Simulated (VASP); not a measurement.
# Mg3ZnC in VASP: a series of runs

The runs below take Mg3ZnC through single point, with PBE.

All numbers are computed with VASP 6.6.1; they aren't measurements. Logs are shortened: lines on timing, memory, paths and dates and some standing lists are left out, and cuts for length are marked.

## 1. The cell of the first run

Symmetry: Pm-3m, No. 221, cubic system. Conventional cell: a = 4.407 Å, b = 4.407 Å, c = 4.407 Å, α = 90.00°, β = 90.00°, γ = 90.00°. Mg (site symmetry 4/mmm) has 2 C at 2.20 Å within 2.9 Å. Within 4.1 Å of Zn (site symmetry m-3m) lie 12 Mg at 3.12 Å and 8 C at 3.82 Å. C (site symmetry m-3m) has 6 Mg at 2.20 Å within 2.9 Å.

## 2. Single point, PBE

The input, INCAR:

```
ALGO = Normal
EDIFF = 1E-7
ENCUT = 520
GGA = PE
ISIF = 2
ISMEAR = 1
LASPH = True
LCHARG = False
LREAL = False
LWAVE = False
NBANDS = 19
NELM = 80
PREC = Accurate
SIGMA = 0.1
```

The input, KPOINTS:

```
k-points
0
Gamma
  8 8 8
```

The input, POSCAR:

```
Mg3ZnC
1.0
    4.4069300000      0.0000000000      0.0000000000
    0.0000000000      4.4069300000      0.0000000000
    0.0000000000      0.0000000000      4.4069300000
Mg Zn C
3 1 1
Direct
    0.0000000000      0.5000000000      0.5000000000
    0.5000000000      0.5000000000      0.0000000000
    0.5000000000      0.0000000000      0.5000000000
    0.0000000000      0.0000000000      0.0000000000
    0.5000000000      0.5000000000      0.5000000000
```

Potentials or basis: VASP PAW PBE potentials, release 64 (Mg, Zn, C).

Launch:

```
> cat potpaw_PBE.64/Mg/POTCAR potpaw_PBE.64/Zn/POTCAR potpaw_PBE.64/C/POTCAR > POTCAR
> mpirun -np 1 vasp_std > vasp.out
```

OUTCAR:

```text
EDIFF = 1E-7
   ENCUT = 520
   GGA = PE
   ISIF = 2
   ISMEAR = 1
   LASPH = True
   LREAL = False
   NELM = 80
   PREC = Accurate

 ion  position               nearest neighbor table
   1  0.000  0.500  0.500-   5 2.20   5 2.20   4 3.12   2 3.12   2 3.12   4 3.12   3 3.12   4 3.12
                             4 3.12   2 3.12   3 3.12   3 3.12   2 3.12   3 3.12
   2  0.500  0.500  0.000-   5 2.20   5 2.20   4 3.12   1 3.12   1 3.12   3 3.12   3 3.12   3 3.12
                             4 3.12   3 3.12   1 3.12   4 3.12   1 3.12   4 3.12
   3  0.500  0.000  0.500-   5 2.20   5 2.20   4 3.12   1 3.12   2 3.12   4 3.12   1 3.12   2 3.12
                             2 3.12   2 3.12   1 3.12   4 3.12   4 3.12   1 3.12
   4  0.000  0.000  0.000-   1 3.12   2 3.12   3 3.12   1 3.12   3 3.12   1 3.12   2 3.12   1 3.12
                             2 3.12   3 3.12   3 3.12   2 3.12
   5  0.500  0.500  0.500-   1 2.20   2 2.20   3 2.20   2 2.20   3 2.20   1 2.20

  LATTYP: Found a simple cubic cell.
 ALAT       =     4.4069300000

  Lattice vectors:

 A1 = (   4.4069300000,   0.0000000000,   0.0000000000)
 A2 = (   0.0000000000,   4.4069300000,   0.0000000000)
 A3 = (   0.0000000000,   0.0000000000,   4.4069300000)

Analysis of symmetry for initial positions (statically):
=====================================================================
 Subroutine PRICEL returns:
 Original cell was already a primitive cell.

 Routine SETGRP: Setting up the symmetry group for a
 simple cubic supercell.

 Subroutine GETGRP returns: Found 48 space group operations
 (whereof 48 operations were pure point group operations)
 out of a pool of 48 trial point group operations.

The static configuration has the point symmetry O_h .

Analysis of symmetry for dynamics (positions and initial velocities):
=====================================================================
 Subroutine PRICEL returns:
 Original cell was already a primitive cell.

 Routine SETGRP: Setting up the symmetry group for a
 simple cubic supercell.

 Subroutine GETGRP returns: Found 48 space group operations
 (whereof 48 operations were pure point group operations)
 out of a pool of 48 trial point group operations.

The dynamic configuration has the point symmetry O_h .

 Subroutine INISYM returns: Found 48 space group operations
 (whereof 48 operations are pure point group operations),
 and found     1 'primitive' translations

----------------------------------------------------------------------------------------

                                     Primitive cell

  volume of cell :      85.5871

[... 100 lines left out ...]
   ISIF   =      2    stress and relaxation
   ISYM   =      2    0-nonsym 1-usesym 2-fastsym
   POTIM  = 0.5000    time-step for ionic-motion
   TEBEG  =    0.0;   TEEND  =   0.0 temperature during run
   PSTRESS=    0.0 pullay stress
   NELECT =      22.0000    total number of electrons
   NUPDOWN=      -1.0000    fix difference up-down
   EMIN   =  10.00;   EMAX   =-10.00  energy-range for DOS
   EFERMI =   0.00;   METHOD = LEGACY
   ISMEAR =     1;   SIGMA  =   0.10  broadening in eV -4-tet -1-fermi 0-gaus
   EFERMI_NEDOS =   21; number of points for ismear=-14 and -15
   IALGO  =     38    algorithm
   IMIX   =      4    mixing-type and parameters
     AMIX     =   0.40;   BMIX     =  1.00
     AMIX_MAG =   1.60;   BMIX_MAG =  1.00
  volume/ion in A,a.u.               =      17.12       115.51
  Fermi-wavevector in a.u.,A,eV,Ry     =   1.040909  1.967033 14.741807  1.083492
  Thomas-Fermi vector in A             =   2.175506
   LORBIT       =      0    0 simple, 1 ext, 2 COOP (PROOUT), +10 PAW based schemes
   GGA     = PE    functional components
   LHFCALC =     F    Hartree Fock is set to
   AEXX    =    0.0000 exact exchange contribution
   IVDW    =     0    specifies the selected vdW correction
   LEPSILON=     F    determine dielectric tensor
   LRPA    =     F    only Hartree local field effects (RPA)
 non-spin polarized calculation
 Methfessel and Paxton  Order N= 1 SIGMA  =   0.10
  energy-cutoff  :      520.00
  volume of cell :       85.59
 maximum number of plane-waves:      2325
 NGX is ok and might be reduce to    36
   NGX = 17   NGY = 17   NGZ = 17

 number of electron      21.9999993 magnetization

 Free energy of the ion-electron system (eV)
  ---------------------------------------------------
  ext. energy  EPLUGINS =         0.00000000
  ---------------------------------------------------
  free energy    TOTEN  =       -14.00133014 eV

  energy without entropy =      -13.99891978  energy(sigma->0) =      -14.00052669

 E-fermi :   3.0565     XC(G=0):  -9.4716

 val. band max:        3.0375931257   @ k =   0.3750   0.3750   0.0000
 cond. band min:       3.0801375889   @ k =   0.5000   0.2500   0.1250
 fundamental gap:      0.0425444632
 Fermi energy:         3.0564855344

 k-point     1 :       0.0000    0.0000    0.0000
  band No.  band energies     occupation
      1      -7.6197      2.00000
      2      -4.1715      2.00000
      3      -4.1715      2.00000
      4      -4.1182      2.00000
      5      -4.1182      2.00000
      6      -4.1182      2.00000
[... 505 lines left out ...]
      6      -4.0905      2.00000
[... 11 lines left out ...]
     18      10.4360      0.00000
     19      10.6871      0.00000

 [... further k-points ...]

------------------------ aborting loop because EDIFF is reached ----------------------------------------

  FORCE on cell =-STRESS in cart. coord.  units (eV):
  Direction    XX          YY          ZZ          XY          YZ          ZX
  --------------------------------------------------------------------------------------
  -------------------------------------------------------------------------------------
  Total       -0.1990763     -0.1990763     -0.1990763     -0.0000000     -0.0000000     -0.0000000
  in kB       -3.7266768     -3.7266768     -3.7266768     -0.0000000     -0.0000000     -0.0000000
  external PRESSURE =      -3.7266768 kB  Pullay stress =       0.0000000 kB

 VOLUME and BASIS-vectors are now :
 -----------------------------------------------------------------------------
  energy-cutoff  :      520.00
  volume of cell :       85.59
      direct lattice vectors                 reciprocal lattice vectors
     4.406930000  0.000000000  0.000000000     0.226915336  0.000000000  0.000000000
     0.000000000  4.406930000  0.000000000     0.000000000  0.226915336  0.000000000
     0.000000000  0.000000000  4.406930000     0.000000000  0.000000000  0.226915336

 POSITION                                       TOTAL-FORCE (eV/Angst)
 -----------------------------------------------------------------------------------
      0.00000      2.20347      2.20347         0.000000      0.000000      0.000000
      2.20347      2.20347      0.00000         0.000000      0.000000      0.000000
      2.20347      0.00000      2.20347         0.000000      0.000000      0.000000
      0.00000      0.00000      0.00000         0.000000      0.000000      0.000000
      2.20347      2.20347      2.20347         0.000000      0.000000      0.000000
 -----------------------------------------------------------------------------------
    total drift:                                0.000000      0.000000      0.000000

  FREE ENERGIE OF THE ION-ELECTRON SYSTEM (eV)
  ---------------------------------------------------
  free  energy   TOTEN  =       -14.0013301365 eV

  energy  without entropy=      -13.9989197846  energy(sigma->0) =      -14.00052669
```

OSZICAR:

```text
N       E                     dE             d eps       ncg     rms          rms(c)
DAV:   1     0.845220128883E+02    0.84522E+02   -0.95820E+03  1330   0.113E+03
DAV:   2    -0.900621462807E+01   -0.93528E+02   -0.88668E+02  1453   0.219E+02
DAV:   3    -0.182851423474E+02   -0.92789E+01   -0.91216E+01  1566   0.609E+01
DAV:   4    -0.185345697941E+02   -0.24943E+00   -0.24889E+00  1582   0.103E+01
DAV:   5    -0.185373958601E+02   -0.28261E-02   -0.28258E-02  1520   0.113E+00    0.978E+00
DAV:   6    -0.141178026183E+02    0.44196E+01   -0.22647E+01  2042   0.621E+01    0.419E+00
DAV:   7    -0.140407315633E+02    0.77071E-01   -0.36427E+00  1435   0.120E+01    0.203E+00
DAV:   8    -0.140228578024E+02    0.17874E-01   -0.27258E-01  1467   0.275E+00    0.106E+00
DAV:   9    -0.140029263176E+02    0.19931E-01   -0.58805E-02  1466   0.134E+00    0.272E-01
DAV:  10    -0.140014368031E+02    0.14895E-02   -0.58432E-03  1585   0.412E-01    0.162E-01
DAV:  11    -0.140016802806E+02   -0.24348E-03   -0.37208E-03  1799   0.305E-01    0.116E-01
DAV:  12    -0.140013320212E+02    0.34826E-03   -0.13188E-03  1660   0.172E-01    0.261E-02
DAV:  13    -0.140013407719E+02   -0.87506E-05   -0.91089E-05  1444   0.492E-02    0.172E-02
DAV:  14    -0.140013301316E+02    0.10640E-04   -0.26979E-05  1836   0.233E-02    0.426E-03
DAV:  15    -0.140013300561E+02    0.75520E-07   -0.47516E-06  1453   0.104E-02    0.808E-04
DAV:  16    -0.140013301687E+02   -0.11260E-06   -0.15133E-07   995   0.201E-03    0.947E-04
DAV:  17    -0.140013301365E+02    0.32161E-07   -0.21586E-08   815   0.148E-03
   1 F= -.14001330E+02 E0= -.14000527E+02  d E =-.241035E-02
```

stdout:

```text
POSCAR found type information on POSCAR MgZnC
 POSCAR found :  3 types and       5 ions
 scaLAPACK will be used
 LDA part: xc-table for (Slater+PW92), standard interpolation
 POSCAR, INCAR and KPOINTS ok, starting setup
 FFT: planning ... GRIDC
 FFT: planning ... GRID_SOFT
 FFT: planning ... GRID
 WAVECAR not read
 entering main loop
```

Run time: 99 s. Hardware: 1 thread of Intel Xeon Platinum 8488C (Sapphire Rapids), shared host; peak memory 0.24 GiB.

What came out:

* Free energy: -14.0013 eV
* Pressure: -0.4 GPa
* Band gap on the k mesh: zero (bands 11 and 12 overlap by 3.40 eV)

## 3. Single point, PBE

This run uses another cell than the first one, of 16.26 Å³/atom.

The input, INCAR:

```
SYSTEM = Mg3ZnC
ALGO = Normal ; EDIFF = 1E-7
ENCUT = 520 ; GGA = PE
ISIF = 2 ; ISMEAR = 1
LASPH = .True. ; LCHARG = .True.
LELF = .True. ; LREAL = .False.
LVHAR = .True. ; LWAVE = .False.
NBANDS = 19 ; NELM = 100
PREC = Accurate ; SIGMA = 0.1
```

The input, KPOINTS:

```
k-points
0
Gamma
  8 8 8
  0 0 0
```

Changes to POSCAR since step 2:

```diff
@@ -4,3 +4,3 @@
     0.0000000000      4.4069300000      0.0000000000
-    0.0000000000      0.0000000000      4.4069300000
+    0.0000000000      0.0000000000      4.1865835000
 Mg Zn C
```

Potentials or basis: VASP PAW PBE potentials, release 64 (Mg, Zn, C).

Launch:

```
> cat potpaw_PBE.64/Mg/POTCAR potpaw_PBE.64/Zn/POTCAR potpaw_PBE.64/C/POTCAR > POTCAR
> mpirun -np 1 vasp_std > vasp.out
```

Run time: 2.7 min. Hardware: 1 thread of Intel Xeon Platinum 8488C (Sapphire Rapids), shared host; peak memory 0.27 GiB.

Results (log left out):

- Free energy: -13.9198 eV
- Pressure: 3.4 GPa
- Band gap on the k mesh: zero (bands 11 and 12 overlap by 3.40 eV)

Stress tensor (GPa, compression positive):
```
1.50 0.00 0.00
0.00 1.50 0.00
0.00 0.00 7.22
```

Levels at points of the mesh, in eV from the Fermi level:
```csv
k point,band 8,band 9,band 10,band 11,band 12,band 13,band 14,band 15
"(0.00, 0.00, 0.00)",-2.83,-2.83,-2.51,1.42,2.04,2.68,2.68,2.98
"(0.50, 0.00, 0.00)",-2.28,-2.10,-2.07,-0.98,1.06,1.74,3.13,4.54
"(0.50, 0.50, 0.00)",-4.72,-4.63,-1.91,1.08,1.08,2.51,3.16,4.40
"(0.00, 0.00, 0.50)",-2.21,-2.21,-2.12,-1.12,1.24,1.24,2.84,4.27
"(0.50, 0.00, 0.50)",-4.56,-4.43,-2.03,0.82,0.86,2.23,2.68,3.89
"(0.50, 0.50, 0.50)",-3.39,-3.39,-3.14,-1.87,-1.86,-1.86,5.10,5.10
```

Caveat: the cell stands under pressure.

## 4. Single point, PBE

This run uses another cell than the first one, of 16.69 Å³/atom.

The input, INCAR:

```
  PREC = Accurate
  ENCUT = 520
  EDIFF = 1E-6
  ISMEAR = 1
  SIGMA = 0.1
  LREAL = F
  LASPH = T
  NELM = 60
  ALGO = Normal
  ISIF = 2
  LWAVE = F
  LCHARG = F
  GGA = PE
  NBANDS = 19
```

The input, KPOINTS:

```
Automatic mesh
0
Gamma
  8 8 8
```

Changes to POSCAR since step 3:

```diff
@@ -4,3 +4,3 @@
     0.0000000000      4.4069300000      0.0000000000
-    0.0000000000      0.0000000000      4.1865835000
+    0.0000000000      0.0000000000      4.2967567500
 Mg Zn C
```

Launch:

```
> cat potpaw_PBE.64/Mg/POTCAR potpaw_PBE.64/Zn/POTCAR potpaw_PBE.64/C/POTCAR > POTCAR
> mpirun -np 1 vasp_std > vasp.out
```

It took 2.4 min on 1 thread of Intel Xeon Platinum 8488C (Sapphire Rapids), shared host; peak memory 0.28 GiB.

The run converged. Its results:

* Free energy: -13.9858 eV
* Pressure: 1.3 GPa
* Band gap on the k mesh: zero (bands 11 and 12 overlap by 3.34 eV)

Stress tensor (GPa, compression positive):
```
0.54 0.00 0.00
0.00 0.54 0.00
0.00 0.00 2.84
```

Levels at points of the mesh, in eV from the Fermi level:
| k point | band 9 | band 10 | band 11 | band 12 | band 13 | band 14 |
| --- | --- | --- | --- | --- | --- | --- |
| (0.00, 0.00, 0.00) | -2.74 | -2.58 | 1.51 | 1.82 | 2.68 | 2.68 |
| (0.50, 0.00, 0.00) | -2.11 | -2.09 | -1.01 | 1.18 | 1.50 | 3.03 |
| (0.50, 0.50, 0.00) | -4.52 | -1.93 | 0.99 | 0.99 | 2.28 | 2.95 |
| (0.00, 0.00, 0.50) | -2.17 | -2.11 | -1.09 | 1.27 | 1.27 | 2.88 |
| (0.50, 0.00, 0.50) | -4.42 | -1.98 | 0.86 | 0.88 | 2.14 | 2.72 |
| (0.50, 0.50, 0.50) | -3.38 | -3.14 | -1.83 | -1.83 | -1.83 | 5.01 |

## 5. Single point, PBE

This run uses another cell than the first one, of 17.55 Å³/atom.

The input, INCAR:

```
SYSTEM = Mg3ZnC
ALGO     = Normal         ! electronic algorithm
EDIFF    = 1E-7           ! SCF threshold, eV
ENCUT    = 520            ! plane-wave cutoff, eV
GGA      = PE             ! functional
ISIF     = 2              ! what is computed and relaxed
ISMEAR   = 1              ! smearing method
LASPH    = .TRUE.         ! aspherical terms in the spheres
LCHARG   = .FALSE.        ! write CHGCAR
LREAL    = .FALSE.        ! projectors in reciprocal space
LWAVE    = .FALSE.        ! write WAVECAR
NBANDS   = 19             ! bands
NELM     = 100            ! most SCF steps
PREC     = Accurate       ! precision mode
SIGMA    = 0.1            ! smearing width, eV
```

The input, KPOINTS:

```
k-points
0
G
  8 8 8
  0 0 0
```

Changes to POSCAR since step 4:

```diff
@@ -4,3 +4,3 @@
     0.0000000000      4.4069300000      0.0000000000
-    0.0000000000      0.0000000000      4.2967567500
+    0.0000000000      0.0000000000      4.5171032500
 Mg Zn C
```

Potentials or basis: VASP PAW PBE potentials, release 64 (Mg, Zn, C).

Launch:

```
> cat potpaw_PBE.64/Mg/POTCAR potpaw_PBE.64/Zn/POTCAR potpaw_PBE.64/C/POTCAR > POTCAR
> mpirun -np 1 vasp_std > vasp.out
```

OUTCAR:

```text
SYSTEM = Mg3ZnC
   EDIFF = 1E-7
   ENCUT = 520
   GGA = PE
   ISIF = 2
   ISMEAR = 1
   LASPH = .TRUE.
   LREAL = .FALSE.
   NELM = 100
   PREC = Accurate

 ion  position               nearest neighbor table
   1  0.000  0.500  0.500-   5 2.20   5 2.20   3 3.12   3 3.12   3 3.12   3 3.12   4 3.16   4 3.16
                             4 3.16   2 3.16   2 3.16   2 3.16   2 3.16   4 3.16
   2  0.500  0.500  0.000-   5 2.26   5 2.26   4 3.12   4 3.12   4 3.12   4 3.12   1 3.16   3 3.16
                             3 3.16   3 3.16   1 3.16   1 3.16   1 3.16   3 3.16
[... 739 lines left out ...]
  -------------------------------------------------------------------------------------
  Total       -0.6483096     -0.6483096     -1.5756548      0.0000000      0.0000000      0.0000000
  in kB      -11.8402454    -11.8402454    -28.7765911      0.0000000      0.0000000      0.0000000
  external PRESSURE =     -17.4856940 kB  Pullay stress =       0.0000000 kB

 VOLUME and BASIS-vectors are now :
 -----------------------------------------------------------------------------
  energy-cutoff  :      520.00
  volume of cell :       87.73
      direct lattice vectors                 reciprocal lattice vectors
     4.406930000  0.000000000  0.000000000     0.226915336  0.000000000  0.000000000
     0.000000000  4.406930000  0.000000000     0.000000000  0.226915336  0.000000000
     0.000000000  0.000000000  4.517103250     0.000000000  0.000000000  0.221380815

 POSITION                                       TOTAL-FORCE (eV/Angst)
 -----------------------------------------------------------------------------------
      0.00000      2.20347      2.25855         0.000000      0.000000      0.000000
      2.20347      2.20347      0.00000         0.000000      0.000000      0.000000
      2.20347      0.00000      2.25855         0.000000      0.000000      0.000000
      0.00000      0.00000      0.00000         0.000000      0.000000      0.000000
      2.20347      2.20347      2.25855         0.000000      0.000000      0.000000
 -----------------------------------------------------------------------------------
    total drift:                                0.000000      0.000000      0.000000

  FREE ENERGIE OF THE ION-ELECTRON SYSTEM (eV)
  ---------------------------------------------------
  free  energy   TOTEN  =       -13.9792850291 eV

  energy  without entropy=      -13.9769908318  energy(sigma->0) =      -13.97852030
```

stdout:

```text
POSCAR found type information on POSCAR MgZnC
 POSCAR found :  3 types and       5 ions
 scaLAPACK will be used
 LDA part: xc-table for (Slater+PW92), standard interpolation
 POSCAR, INCAR and KPOINTS ok, starting setup
 FFT: planning ... GRIDC
 FFT: planning ... GRID_SOFT
 FFT: planning ... GRID
 WAVECAR not read
 entering main loop
```

It took 2.5 min on 1 thread of Intel Xeon Platinum 8488C (Sapphire Rapids), shared host; peak memory 0.29 GiB.

Results:

```
Free energy            : -13.9793 eV
Pressure               : -1.7 GPa
Band gap on the k mesh : zero (bands 11 and 12 overlap by 3.16 eV)
```

## 6. Single point, PBE

This run uses another cell than the first one, of 17.97 Å³/atom.

The input, INCAR:

```
ALGO = Normal
EDIFF = 1E-6
ENCUT = 520
GGA = PE
ISIF = 2
ISMEAR = 1
LASPH = T
LCHARG = F
LREAL = F
LWAVE = F
NBANDS = 19
NELM = 80
PREC = Accurate
SIGMA = 0.1
```

The input, KPOINTS:

```
k-points
0
Gamma
  8 8 8
```

Changes to POSCAR since step 5:

```diff
@@ -4,3 +4,3 @@
     0.0000000000      4.4069300000      0.0000000000
-    0.0000000000      0.0000000000      4.5171032500
+    0.0000000000      0.0000000000      4.6272765000
 Mg Zn C
```

Potentials or basis: VASP PAW PBE potentials, release 64 (Mg, Zn, C).

Launch:

```
> cat potpaw_PBE.64/Mg/POTCAR potpaw_PBE.64/Zn/POTCAR potpaw_PBE.64/C/POTCAR > POTCAR
> mpirun -np 1 vasp_std > vasp.out
```

Wall time 2.4 min (1 thread of Intel Xeon Platinum 8488C (Sapphire Rapids), shared host); peak memory 0.3 GiB.

The run converged. Its results:

```yaml
Free_energy: -13.9268 eV
Pressure: -2.9 GPa
Band_gap_on_the_k_mesh: zero (bands 11 and 12 overlap by 2.93 eV)
```

Stress tensor (GPa, compression positive):
```
-1.83  0.00  0.00
 0.00 -1.83  0.00
 0.00  0.00 -4.93
```

Levels at points of the mesh, in eV from the Fermi level:
```csv
k point,band 7,band 8,band 9,band 10,band 11,band 12,band 13,band 14,band 15,band 16
"(0.00, 0.00, 0.00)",-5.16,-2.72,-2.48,-2.48,1.25,1.81,2.46,2.64,2.64,4.85
"(0.50, 0.00, 0.00)",-5.97,-2.15,-2.09,-2.01,-1.16,1.00,1.56,2.81,3.76,5.60
"(0.50, 0.50, 0.00)",-4.30,-4.30,-4.17,-1.91,0.74,0.74,1.68,2.50,3.44,3.57
"(0.00, 0.00, 0.50)",-6.11,-2.07,-2.07,-2.03,-0.95,1.41,1.41,3.07,3.98,5.55
"(0.50, 0.00, 0.50)",-4.44,-4.36,-4.33,-1.86,0.95,0.99,1.94,2.88,3.93,4.00
"(0.50, 0.50, 0.50)",-3.33,-3.33,-3.19,-3.07,-1.69,-1.69,-1.68,4.56,4.76,4.76
```

## 7. Summary

```tsv
cell	gap on the mesh (eV)	pressure (GPa)
a = 4.407 Å, 5 atoms	none	-0.4
a = 4.407, b = 4.407, c = 4.187 Å, 5 atoms	none	3.4
a = 4.407, b = 4.407, c = 4.297 Å, 5 atoms	none	1.3
a = 4.407, b = 4.407, c = 4.517 Å, 5 atoms	none	-1.7
a = 4.407, b = 4.407, c = 4.627 Å, 5 atoms	none	-2.9
```

Alike in all rows: task single point; level PBE; potentials or basis VASP PAW PBE potentials, release 64 (Mg, Zn, C); no spin polarisation; k mesh 8 × 8 × 8; cutoff (eV) 520; smearing methfessel-paxton 0.1 eV.

Caveats: the cell stands under pressure (at least some runs).

Total energies depend on the potentials used, so only differences within one code and one set of settings carry meaning.
